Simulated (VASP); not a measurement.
# SiC (Cm) in VASP: further runs

SiC is run at these levels: PBE; tasks: single point.

Everything below comes from runs of VASP 6.6.1. Logs are shortened: lines on timing, memory, paths and dates and some standing lists are left out, and cuts for length are marked.

## 1. The cell of the first run

The structure is monoclinic, space group Cm (No. 8). Conventional cell: a = 5.355 Å, b = 3.092 Å, c = 10.158 Å, α = 90.00°, β = 92.52°, γ = 90.00°. Within 2.5 Å of Si (site symmetry m) lie 4 C at 1.89 to 1.96 Å. Within 2.5 Å of Si (site symmetry m) lie 4 C at 1.89 to 1.91 Å. Within 2.5 Å of Si (site symmetry m) lie 4 C at 1.89 to 1.91 Å. Si (site symmetry m) has 4 C at 1.89 to 1.91 Å within 2.5 Å. Within 2.5 Å of C (site symmetry m) lie 4 Si at 1.89 to 1.96 Å. C (site symmetry m) has 4 Si at 1.89 to 1.91 Å within 2.5 Å. C (site symmetry m) has 4 Si at 1.89 to 1.91 Å within 2.5 Å. Within 2.5 Å of C (site symmetry m) lie 4 Si at 1.89 to 1.91 Å.

## 2. Single point, PBE (the part above a cut slid along it)

INCAR

```
SYSTEM = SiC
PREC     = Accurate       ! precision mode
ENCUT    = 520            ! plane-wave cutoff, eV
EDIFF    = 1E-7           ! SCF threshold, eV
ISMEAR   = 0              ! smearing method
SIGMA    = 0.05           ! smearing width, eV
LREAL    = .False.        ! projectors in reciprocal space
LASPH    = .True.         ! aspherical terms in the spheres
NELM     = 60             ! most SCF steps
ALGO     = Normal         ! electronic algorithm
ISIF     = 2              ! what is computed and relaxed
LWAVE    = .False.        ! write WAVECAR
LCHARG   = .True.         ! write CHGCAR
GGA      = PE             ! functional
LELF     = .True.         ! ELF
LVHAR    = .True.       
NBANDS   = 26             ! bands
```

KPOINTS

```
Automatic mesh
0
Gamma
  10 10 3
  0 0 0
```

POSCAR

```
SiC
1.0
   -3.0917664073      0.0000000000      0.0000000000
    1.5458832036     -2.6775482513      0.0000000000
   -0.3863162126      0.2230397693     10.1480423548
Si C
4 4
Direct
    0.5911942206      0.4088057794      0.9060317656
    0.6328442206      0.3671557794      0.4060317656
    0.3203358873      0.6796641127      0.1560317656
    0.2786858873      0.7213141127      0.6560317656
    0.6588391127      0.3411608873      0.0939682344
    0.6171891127      0.3828108873      0.5939682344
    0.3046807794      0.6953192206      0.3439682344
    0.2630307794      0.7369692206      0.8439682344
```

Potentials or basis: VASP PAW PBE potentials, release 64 (Si, C).

Started as:

```sh
$ cat potpaw_PBE.64/Si/POTCAR potpaw_PBE.64/C/POTCAR > POTCAR
$ mpirun -np 1 vasp_std > vasp.out
```

OUTCAR:

```text
SYSTEM = SiC
   PREC = Accurate
   ENCUT = 520
   EDIFF = 1E-7
   ISMEAR = 0
   LREAL = .False.
   LASPH = .True.
   NELM = 60
   ISIF = 2
   GGA = PE

 ion  position               nearest neighbor table
   1  0.591  0.409  0.906-   8 1.89   8 1.89   8 1.89   5 1.96   3 2.87   4 3.10   4 3.10   4 3.10

   2  0.633  0.367  0.406-   7 1.89   7 1.89   7 1.89   6 1.91   3 3.10   4 3.10   4 3.10   3 3.10
                             3 3.10   4 3.10
   3  0.320  0.680  0.156-   5 1.89   5 1.89   5 1.89   7 1.91   1 2.87   2 3.10   2 3.10   2 3.10

   4  0.279  0.721  0.656-   6 1.89   6 1.89   6 1.89   8 1.91   1 3.10   2 3.10   2 3.10   1 3.10
                             1 3.10   2 3.10
   5  0.659  0.341  0.094-   3 1.89   3 1.89   3 1.89   1 1.96
   6  0.617  0.383  0.594-   4 1.89   4 1.89   4 1.89   2 1.91
   7  0.305  0.695  0.344-   2 1.89   2 1.89   2 1.89   3 1.91
   8  0.263  0.737  0.844-   1 1.89   1 1.89   1 1.89   4 1.91

  LATTYP: Found a base centered monoclinic cell.
 ALAT       =     5.3550965025
 B/A-ratio  =     0.5773502692
 C/A-ratio  =     1.8968550469
 COS(beta)  =    -0.0439147947

  Lattice vectors:

 A1 = (   1.5458832036,  -2.6775482513,   0.0000000000)
 A2 = (   3.0917664073,   0.0000000000,   0.0000000000)
 A3 = (  -0.3863162126,   0.2230397693,  10.1480423548)

Analysis of symmetry for initial positions (statically):
=====================================================================
 Subroutine PRICEL returns:
 Original cell was already a primitive cell.

 Routine SETGRP: Setting up the symmetry group for a
 base centered monoclinic supercell.

 Subroutine GETGRP returns: Found  2 space group operations
 (whereof  2 operations were pure point group operations)
 out of a pool of  4 trial point group operations.

The static configuration has the point symmetry C_1h.

Analysis of symmetry for dynamics (positions and initial velocities):
=====================================================================
 Subroutine PRICEL returns:
 Original cell was already a primitive cell.

 Routine SETGRP: Setting up the symmetry group for a
 base centered monoclinic supercell.

 Subroutine GETGRP returns: Found  2 space group operations
 (whereof  2 operations were pure point group operations)
 out of a pool of  4 trial point group operations.

The dynamic configuration has the point symmetry C_1h.

 Subroutine INISYM returns: Found  2 space group operations
 (whereof  2 operations are pure point group operations),
 and found     1 'primitive' translations

----------------------------------------------------------------------------------------

                                     Primitive cell

  volume of cell :      84.0091

  direct lattice vectors                    reciprocal lattice vectors
    -3.091766407  0.000000000  0.000000000    -0.323439700 -0.186737998 -0.008208480
     1.545883204 -2.677548251  0.000000000     0.000000000 -0.373475996  0.008208480
    -0.386316213  0.223039769 10.148042355     0.000000000  0.000000000  0.098541173

  length of vectors
     3.091766407  3.091766407 10.157841827     0.373566191  0.373566191  0.098541173

  position of ions in fractional coordinates (direct lattice)
     0.591194221  0.408805779  0.906031766
     0.632844221  0.367155779  0.406031766
     0.320335887  0.679664113  0.156031766
     0.278685887  0.721314113  0.656031766
     0.658839113  0.341160887  0.093968234
     0.617189113  0.382810887  0.593968234
     0.304680779  0.695319221  0.343968234
     0.263030779  0.736969221  0.843968234

  ion indices of the primitive-cell ions
   primitive index   ion index
                 1           1
                 2           2
                 3           3
                 4           4
                 5           5
                 6           6
                 7           7
                 8           8

----------------------------------------------------------------------------------------

 KPOINTS: Automatic mesh

Automatic generation of k-mesh.
 Grid dimensions read from file:
 generate k-points for:   10   10    3

 Generating k-lattice:

  Cartesian coordinates                     Fractional coordinates (reciprocal lattice)
    -0.032343970 -0.018673800 -0.000820848     0.100000000 -0.000000000  0.000000000
     0.000000000 -0.037347600  0.000820848     0.000000000  0.100000000  0.000000000
     0.000000000  0.000000000  0.032847058     0.000000000  0.000000000  0.333333333

  Length of vectors
     0.037356619  0.037356619  0.032847058

  Shift w.r.t. Gamma in fractional coordinates (k-lattice)
     0.000000000  0.000000000  0.000000000

 Subroutine IBZKPT returns following result:
 ===========================================

 Found     86 irreducible k-points:

 Following reciprocal coordinates:
            Coordinates               Weight
  0.000000  0.000000  0.000000      1.000000
  0.100000 -0.000000 -0.000000      4.000000
  0.200000 -0.000000 -0.000000      4.000000
  0.300000 -0.000000 -0.000000      4.000000
  0.400000 -0.000000 -0.000000      4.000000
  0.500000 -0.000000  0.000000      2.000000
[... 16 lines left out ...]
  0.300000  0.300000 -0.000000      2.000000
  0.400000  0.300000 -0.000000      4.000000
 [... further k-points ...]
   k-points           NKPTS =     86   k-points in BZ     NKDIM =     86   number of bands    NBANDS=     26
   number of dos      NEDOS =    301   number of ions     NIONS =      8
   total plane-waves  NPLWV =  46080
   dimension x,y,z NGX =    24 NGY =   24 NGZ =   80
   dimension x,y,z NGXF=    48 NGYF=   48 NGZF=  160
   ions per type =               4   4
   NGX,Y,Z   is equivalent  to a cutoff of  12.90, 12.90, 13.09 a.u.
   NGXF,Y,Z  is equivalent  to a cutoff of  25.81, 25.81, 26.19 a.u.
 SYSTEM =  SiC
   PREC   = accura    normal or accurate (medium, high low for compatibility)
   ISTART =      0    job   : 0-new  1-cont  2-samecut
   ICHARG =      2    charge: 1-file 2-atom 10-const
   ISPIN  =      1    spin polarized calculation?
   LNONCOLLINEAR =      F non collinear calculations
   LSORBIT =      F    spin-orbit coupling
   LASPH  =      T    aspherical Exc in radial PAW
   ENCUT  =  520.0 eV  38.22 Ry    6.18 a.u.   5.75  5.75 18.89*2*pi/ulx,y,z
   NELM   =     60;   NELMIN=  2; NELMDL= -5     # of ELM steps
   EDIFF  = 0.1E-06   stopping-criterion for ELM
   LREAL  =      F    real-space projection
   EDIFFG = 0.1E-05   stopping-criterion for IOM
   NSW    =      0    number of steps for IOM
   IBRION =     -1    ionic relax: 0-MD 1-quasi-New 2-CG
   NFREE  =      0    steps in history (QN), initial steepest desc. (CG)
   ISIF   =      2    stress and relaxation
   ISYM   =      2    0-nonsym 1-usesym 2-fastsym
   POTIM  = 0.5000    time-step for ionic-motion
   TEBEG  =    0.0;   TEEND  =   0.0 temperature during run
   PSTRESS=    0.0 pullay stress
   NELECT =      32.0000    total number of electrons
   NUPDOWN=      -1.0000    fix difference up-down
   EMIN   =  10.00;   EMAX   =-10.00  energy-range for DOS
   EFERMI =   0.00;   METHOD = LEGACY
   ISMEAR =     0;   SIGMA  =   0.05  broadening in eV -4-tet -1-fermi 0-gaus
   EFERMI_NEDOS =   21; number of points for ismear=-14 and -15
   IALGO  =     38    algorithm
   IMIX   =      4    mixing-type and parameters
     AMIX     =   0.40;   BMIX     =  1.00
     AMIX_MAG =   1.60;   BMIX_MAG =  1.00
  volume/ion in A,a.u.               =      10.50        70.87
  Fermi-wavevector in a.u.,A,eV,Ry     =   1.186723  2.242582 19.161245  1.408312
  Thomas-Fermi vector in A             =   2.322890
   LORBIT       =      0    0 simple, 1 ext, 2 COOP (PROOUT), +10 PAW based schemes
   GGA     = PE    functional components
   LHFCALC =     F    Hartree Fock is set to
   AEXX    =    0.0000 exact exchange contribution
   IVDW    =     0    specifies the selected vdW correction
   LEPSILON=     F    determine dielectric tensor
   LRPA    =     F    only Hartree local field effects (RPA)
 non-spin polarized calculation
 Gauss-broadening in eV      SIGMA  =   0.05
  energy-cutoff  :      520.00
  volume of cell :       84.01
 maximum number of plane-waves:      2286
   NGX = 11   NGY = 11   NGZ = 37

 number of electron      32.0000001 magnetization

 Free energy of the ion-electron system (eV)
  ---------------------------------------------------
  ext. energy  EPLUGINS =         0.00000000
  ---------------------------------------------------
  free energy    TOTEN  =       -59.93845933 eV

  energy without entropy =      -59.93845933  energy(sigma->0) =      -59.93845933

 E-fermi :   8.4506     XC(G=0): -11.2922

 val. band max:        8.1986382217   @ k =   0.0000   0.0000   0.0000
 cond. band min:      10.4832853903   @ k =   0.4000   0.3000  -0.0000
 fundamental gap:      2.2846471686
 Fermi energy:         8.4506127773

 k-point     1 :       0.0000    0.0000    0.0000
  band No.  band energies     occupation
      1      -7.3551      2.00000
      2      -6.1840      2.00000
      3      -6.1652      2.00000
      4      -3.8493      2.00000
      5      -0.4954      2.00000
      6       3.6680      2.00000
[... 18 lines left out ...]
     25      15.4541      0.00000
     26      15.6238      0.00000

 k-point     2 :       0.1000   -0.0000   -0.0000
  band No.  band energies     occupation
      1      -7.1836      2.00000
      2      -6.0286      2.00000
      3      -5.9875      2.00000
      4      -3.7037      2.00000
      5      -0.3375      2.00000
      6       3.7054      2.00000
[... 18 lines left out ...]
     25      15.5314      0.00000
     26      15.9831      0.00000

 k-point     3 :       0.2000   -0.0000   -0.0000
  band No.  band energies     occupation
      1      -6.6756      2.00000
      2      -5.5543      2.00000
      3      -5.4802      2.00000
      4      -3.2874      2.00000
      5       0.1147      2.00000
      6       3.5340      2.00000
[... 18 lines left out ...]
     25      15.9301      0.00000
     26      16.6658      0.00000

 k-point     4 :       0.3000   -0.0000   -0.0000
  band No.  band energies     occupation
      1      -5.8574      2.00000
      2      -4.7903      2.00000
      3      -4.6859      2.00000
      4      -2.6990      2.00000
      5       0.6893      2.00000
      6       2.1641      2.00000
[... 18 lines left out ...]
     25      16.2513      0.00000
     26      17.1609      0.00000
[... 496 lines left out ...]
      1      -6.6739      2.00000
      2      -5.5868      2.00000
      3      -5.4432      2.00000
      4      -3.2834      2.00000
      5       0.1155      2.00000
      6       3.5036      2.00000
[... 18 lines left out ...]
     25      15.9681      0.00000
     26      16.7549      0.00000

 k-point    23 :       0.3000    0.3000   -0.0000
  band No.  band energies     occupation
      1      -3.4031      2.00000
      2      -2.8250      2.00000
      3      -2.7075      2.00000
      4      -2.5272      2.00000
      5       0.3478      2.00000
      6       0.5221      2.00000
[... 18 lines left out ...]
     25      17.2579      0.00000
     26      17.7310      0.00000

 k-point    24 :       0.4000    0.3000   -0.0000
  band No.  band energies     occupation
      1      -3.4191      2.00000
      2      -2.8443      2.00000
      3      -2.6820      2.00000
      4      -2.4665      2.00000
      5       0.2683      2.00000
      6       0.5780      2.00000
[... 18 lines left out ...]
     25      17.5707      0.00000
     26      17.7609      0.00000

 [... further k-points ...]

------------------------ aborting loop because EDIFF is reached ----------------------------------------

  FORCE on cell =-STRESS in cart. coord.  units (eV):
  Direction    XX          YY          ZZ          XY          YZ          ZX
  --------------------------------------------------------------------------------------
  -------------------------------------------------------------------------------------
  Total       -0.6992282      0.0910781     -0.0330407      0.6844253     -1.4279252      2.4732390
  in kB      -13.3353137      1.7369934     -0.6301356     13.0530008    -27.2326423     47.1683210
  external PRESSURE =      -4.0761520 kB  Pullay stress =       0.0000000 kB

 VOLUME and BASIS-vectors are now :
 -----------------------------------------------------------------------------
  energy-cutoff  :      520.00
  volume of cell :       84.01
      direct lattice vectors                 reciprocal lattice vectors
    -3.091766407  0.000000000  0.000000000    -0.323439700 -0.186737998 -0.008208480
     1.545883204 -2.677548251  0.000000000     0.000000000 -0.373475996  0.008208480
    -0.386316213  0.223039769 10.148042355     0.000000000  0.000000000  0.098541173

 POSITION                                       TOTAL-FORCE (eV/Angst)
 -----------------------------------------------------------------------------------
     -1.54588     -0.89252      9.19445        -1.068921      0.617142      0.218656
     -1.54588     -0.89252      4.12043         0.013571     -0.007836     -0.036057
     -0.00000     -1.78503      1.58342         0.181298     -0.104673      0.084319
     -0.00000     -1.78503      6.65744        -0.054701      0.031581     -0.051611
     -1.54588     -0.89252      0.95359         0.800186     -0.461988     -0.250947
     -1.54588     -0.89252      6.02761        -0.000394      0.000228      0.025314
     -0.00000     -1.78503      3.49060         0.066011     -0.038111      0.048837
     -0.00000     -1.78503      8.56463         0.062949     -0.036344     -0.038510
 -----------------------------------------------------------------------------------
    total drift:                               -0.000053      0.000031      0.000174

  FREE ENERGIE OF THE ION-ELECTRON SYSTEM (eV)
  ---------------------------------------------------
  free  energy   TOTEN  =       -59.9384593324 eV

  energy  without entropy=      -59.9384593324  energy(sigma->0) =      -59.93845933
```

Run time: 67 s. Hardware: 1 thread of Intel Xeon 6975P-C (Granite Rapids), shared host; peak memory 0.28 GiB.

What came out:

```
Free energy            : -59.9385 eV
Pressure               : -0.4 GPa
Largest force          : 1.254 eV/Å
Band gap on the k mesh : 2.28 eV (least direct gap 3.84 eV)
```

Forces in eV/Å, atoms in the order of the input:
```
Si  -1.069  0.617  0.219
Si   0.014 -0.008 -0.036
Si   0.181 -0.105  0.084
Si  -0.055  0.032 -0.052
C    0.800 -0.462 -0.251
C    0.000  0.000  0.025
C    0.066 -0.038  0.049
C    0.063 -0.036 -0.039
```

Caveat: the cell differs from its parent crystal (the part above a cut slid along it); forces of over 1 eV/Å act on the atoms, so gaps and moduli don't describe the material at rest. A k mesh can miss the band edges.

## 3. Single point, PBE (the part above a cut slid along it)

INCAR

```
SYSTEM = SiC
ALGO = Normal ; EDIFF = 1E-7
ENCUT = 520 ; GGA = PE
ISIF = 2 ; ISMEAR = 0
LASPH = .True. ; LCHARG = .True.
LELF = .True. ; LREAL = .False.
LVHAR = .True. ; LWAVE = .False.
NBANDS = 26 ; NELM = 80
PREC = Accurate ; SIGMA = 0.05
```

KPOINTS

```
k-points
0
Gamma
  10 10 3
  0 0 0
```

POSCAR

```
SiC
1.0
   -3.0917664073      0.0000000000      0.0000000000
    1.5458832036     -2.6775482513      0.0000000000
   -1.1594124027      0.6693870628     10.1480423548
Si C
4 4
Direct
    0.4401587253      0.5598412747      0.9060317656
    0.5651587253      0.4348412747      0.4060317656
    0.2943253919      0.7056746081      0.1560317656
    0.1693253919      0.8306746081      0.6560317656
    0.6431746081      0.3568253919      0.0939682344
    0.5181746081      0.4818253919      0.5939682344
    0.2473412747      0.7526587253      0.3439682344
    0.1223412747      0.8776587253      0.8439682344
```

Potentials or basis: VASP PAW PBE potentials, release 64 (Si, C).

Started as:

```sh
$ cat potpaw_PBE.64/Si/POTCAR potpaw_PBE.64/C/POTCAR > POTCAR
$ mpirun -np 1 vasp_std > vasp.out
```

It took 73 s on 1 thread of Intel Xeon 6975P-C (Granite Rapids), shared host; peak memory 0.28 GiB.

The run converged. Its results:

```
Free energy            : -58.4674 eV
Pressure               : -1.9 GPa
Largest force          : 1.469 eV/Å
Band gap on the k mesh : 0.35 eV (least direct gap 1.18 eV)
```

Forces on the atoms (eV/Å):
```
Si  -1.272  0.735  0.019
Si   0.025 -0.015 -0.162
Si   0.250 -0.144  0.325
Si   0.021 -0.012 -0.110
C    0.725 -0.418 -0.227
C    0.015 -0.008  0.077
C    0.059 -0.034  0.250
C    0.178 -0.103 -0.172
```

Stress tensor (GPa, compression positive):
```
-5.98  3.44  3.96
 3.44 -2.01 -2.28
 3.96 -2.28  2.28
```

Levels at points of the mesh, in eV from the valence-band top:
```csv
k point,band 12,band 13,band 14,band 15,band 16,band 17,band 18,band 19,band 20,band 21
"(0.00, 0.00, 0.00)",-0.82,-0.71,-0.44,-0.22,0.00,4.04,4.67,5.48,5.91,5.96
"(0.50, 0.00, 0.00)",-3.21,-2.69,-2.11,-1.85,-1.38,1.06,2.77,3.16,4.05,4.55
"(0.50, 0.50, 0.00)",-3.00,-2.70,-2.63,-1.45,-1.29,0.77,2.72,3.22,4.08,4.49
```

Caveat: the cell differs from its parent crystal (the part above a cut slid along it); the stress differs along the axes, from -6 to 2 GPa; semilocal functionals underestimate gaps, and a narrow one can read as zero; forces of over 1 eV/Å act on the atoms, so gaps and moduli don't describe the material at rest. A k mesh can miss the band edges.
